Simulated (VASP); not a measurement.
# KGeF3 in VASP: further runs, part 2 of 2

VASP 6.6.1. The steps go on from the part before.

### 3 Single point, r2SCAN (strain +2.5%)

Contents of POSCAR:

```
KGeF3
1.0
    4.4972174867      0.0000000000      0.0000000000
    0.0000000000      4.4972174867      0.0000000000
    0.0000000000      0.0000000000      4.4972174867
K Ge F
1 1 3
Direct
    0.0000000000      0.0000000000      0.0000000000
    0.5000000000      0.5000000000      0.5000000000
    0.5000000000      0.5000000000      0.0000000000
    0.5000000000      0.0000000000      0.5000000000
    0.0000000000      0.5000000000      0.5000000000
```

Contents of INCAR.step1:

```
SYSTEM = KGeF3
  PREC = Accurate
  ENCUT = 520
  ISMEAR = 0
  SIGMA = 0.01
  LREAL = .False.
  LASPH = .True.
  NELM = 100
  NBANDS = 30
  GGA = PE
  ALGO = Normal
  EDIFF = 1E-4
  LWAVE = .True.
  LCHARG = .False.
```

Contents of INCAR.step2:

```
SYSTEM = KGeF3
  PREC = Accurate
  ENCUT = 520
  EDIFF = 1E-7
  ISMEAR = 0
  SIGMA = 0.01
  LREAL = .False.
  LASPH = .True.
  NELM = 100
  ALGO = Normal
  ISIF = 2
  LWAVE = .False.
  LCHARG = .False.
  METAGGA = R2SCAN
  LMIXTAU = .True.
  NBANDS = 30
  ISTART = 1
```

Contents of KPOINTS:

```
Automatic mesh
0
Gamma
  6 6 6
  0 0 0
```

Potentials or basis: VASP PAW PBE potentials, release 64 (K_sv, Ge_d, F).

Launch:

```sh
$ cat potpaw_PBE.64/K_sv/POTCAR potpaw_PBE.64/Ge_d/POTCAR potpaw_PBE.64/F/POTCAR > POTCAR
$ cp INCAR.step1 INCAR
$ mpirun -np 1 vasp_std > vasp.out
$ cp INCAR.step2 INCAR
$ mpirun -np 1 vasp_std > vasp.out
```

It took 7.4 min on 1 thread of Oxide Virtual Turin-like, shared host; peak memory 0.21 GiB.

The run converged. Its results:

```
Free energy            : -41.1303 eV
Pressure               : -3.8 GPa
Band gap on the k mesh : 2.38 eV
```

Levels at points of the mesh, in eV from the valence-band top:
```tsv
k point	band 18	band 19	band 20	band 21	band 22	band 23	band 24	band 25	band 26	band 27
(0.00, 0.00, 0.00)	-4.79	-4.79	-4.75	-4.75	-4.75	3.97	5.87	5.87	6.05	6.05
(0.50, 0.00, 0.00)	-4.94	-4.90	-4.80	-4.80	-2.65	2.86	5.56	5.56	6.57	6.66
(0.50, 0.50, 0.00)	-5.08	-4.99	-4.99	-4.44	-1.22	2.91	2.91	5.48	6.24	7.26
(0.50, 0.50, 0.50)	-5.27	-4.43	-4.43	-4.43	0.00	2.38	2.38	2.38	7.89	8.26
```

Caveat: the cell differs from its parent crystal (strain +2.5%); the cell stands under tension; the PAW data sets were made with another functional, which shifts forces and pressure a little.

### 4 Single point, r2SCAN (uniaxial x strain -1.5%)

Edit POSCAR of step 3 so:

```diff
@@ -2,5 +2,5 @@
 1.0
-    4.4972174867      0.0000000000      0.0000000000
-    0.0000000000      4.4972174867      0.0000000000
-    0.0000000000      0.0000000000      4.4972174867
+    4.3217163164      0.0000000000      0.0000000000
+    0.0000000000      4.3875292553      0.0000000000
+    0.0000000000      0.0000000000      4.3875292553
 K Ge F
```

Contents of INCAR.step1:

```
SYSTEM = KGeF3
PREC = Accurate
ENCUT = 520
ISMEAR = 0
SIGMA = 0.01
LREAL = .False.
LASPH = .True.
NELM = 100
NBANDS = 30
GGA = PE
ALGO = Normal
EDIFF = 1E-4
LWAVE = .True.
LCHARG = .False.
```

Contents of INCAR.step2:

```
SYSTEM = KGeF3
PREC = Accurate
ENCUT = 520
EDIFF = 1E-7
ISMEAR = 0
SIGMA = 0.01
LREAL = .False.
LASPH = .True.
NELM = 100
ALGO = Normal
ISIF = 2
LWAVE = .False.
LCHARG = .False.
METAGGA = R2SCAN
LMIXTAU = .True.
NBANDS = 30
ISTART = 1
```

Contents of KPOINTS:

```
regular mesh
0
Gamma
  6 6 6
  0 0 0
```

Potentials or basis: VASP PAW PBE potentials, release 64 (K_sv, Ge_d, F).

Launch:

```sh
$ cat potpaw_PBE.64/K_sv/POTCAR potpaw_PBE.64/Ge_d/POTCAR potpaw_PBE.64/F/POTCAR > POTCAR
$ cp INCAR.step1 INCAR
$ mpirun -np 1 vasp_std > vasp.out
$ cp INCAR.step2 INCAR
$ mpirun -np 1 vasp_std > vasp.out
```

OUTCAR:

```text
SYSTEM = KGeF3
   PREC = Accurate
   ENCUT = 520
   EDIFF = 1E-7
   ISMEAR = 0
   LREAL = .False.
   LASPH = .True.
   NELM = 100
   ISIF = 2
   METAGGA = R2SCAN
   ISTART = 1

 ion  position               nearest neighbor table
   1  0.000  0.000  0.000-
   2  0.500  0.500  0.500-   5 2.16   5 2.16   3 2.19   3 2.19   4 2.19   4 2.19
   3  0.500  0.500  0.000-   2 2.19   2 2.19
   4  0.500  0.000  0.500-   2 2.19   2 2.19
   5  0.000  0.500  0.500-   2 2.16   2 2.16

[... 987 lines left out ...]
     30      10.4146      0.00000

 [... further k-points ...]
[... 5 lines left out ...]
  --------------------------------------------------------------------------------------
  -------------------------------------------------------------------------------------
  Total        0.7915868      0.1737140      0.1737140     -0.0000000      0.0000000      0.0000000
  in kB       15.2444870      3.3454090      3.3454090     -0.0000000      0.0000000      0.0000000
  external PRESSURE =       7.3117683 kB  Pullay stress =       0.0000000 kB

 VOLUME and BASIS-vectors are now :
 -----------------------------------------------------------------------------
  energy-cutoff  :      520.00
  volume of cell :       83.19
      direct lattice vectors                 reciprocal lattice vectors
     4.321716316  0.000000000  0.000000000     0.231389551  0.000000000  0.000000000
     0.000000000  4.387529255  0.000000000     0.000000000  0.227918708  0.000000000
     0.000000000  0.000000000  4.387529255     0.000000000  0.000000000  0.227918708

 POSITION                                       TOTAL-FORCE (eV/Angst)
 -----------------------------------------------------------------------------------
      0.00000      0.00000      0.00000         0.000000      0.000000      0.000000
      2.16086      2.19376      2.19376         0.000000      0.000000      0.000000
      2.16086      2.19376      0.00000         0.000000      0.000000      0.000000
      2.16086      0.00000      2.19376         0.000000      0.000000      0.000000
      0.00000      2.19376      2.19376         0.000000      0.000000      0.000000
 -----------------------------------------------------------------------------------
    total drift:                                0.000000     -0.000000     -0.000000

  FREE ENERGIE OF THE ION-ELECTRON SYSTEM (eV)
  ---------------------------------------------------
  free  energy   TOTEN  =       -41.1979003272 eV

  energy  without entropy=      -41.1979003272  energy(sigma->0) =      -41.19790033
```

OUTCAR.step1:

```text
SYSTEM = KGeF3
   PREC = Accurate
   ENCUT = 520
   ISMEAR = 0
   LREAL = .False.
   LASPH = .True.
[... 1025 lines left out ...]
      2.16086      2.19376      0.00000         0.000000      0.000000      0.000000
      2.16086      0.00000      2.19376         0.000000      0.000000      0.000000
      0.00000      2.19376      2.19376         0.000000      0.000000      0.000000
 -----------------------------------------------------------------------------------
    total drift:                                0.000000     -0.000000     -0.000000

  FREE ENERGIE OF THE ION-ELECTRON SYSTEM (eV)
  ---------------------------------------------------
  free  energy   TOTEN  =       -22.6017485991 eV

  energy  without entropy=      -22.6017485991  energy(sigma->0) =      -22.60174860
```

It took 6.9 min on 1 thread of Oxide Virtual Turin-like, shared host; peak memory 0.24 GiB.

Results:

* Free energy: -41.1979 eV
* Pressure: 0.7 GPa
* Band gap on the k mesh: 1.90 eV

Caveat: the cell differs from its parent crystal (uniaxial x strain -1.5%); the PAW data sets were made with another functional, which shifts forces and pressure a little. A k mesh can miss the band edges.

### 5 Overview

| cell | gap on the mesh (eV) | pressure (GPa) |
| --- | --- | --- |
| a = 4.388 Å, 5 atoms | 2.03 | -0.2 |
| a = 4.497 Å, 5 atoms | 2.38 | -3.8 |
| a = 4.322, b = 4.388, c = 4.388 Å, 5 atoms | 1.90 | 0.7 |

Alike in all rows: task single point; level r2SCAN; potentials or basis VASP PAW PBE potentials, release 64 (K_sv, Ge_d, F); no spin polarisation; k mesh 6 × 6 × 6; cutoff (eV) 520; smearing gaussian 0.01 eV.

Caveats: the PAW data sets were made with another functional, which shifts forces and pressure a little; the cell stands under tension (at least some runs).

Total energies depend on the potentials used, so only differences within one code and one set of settings carry meaning.
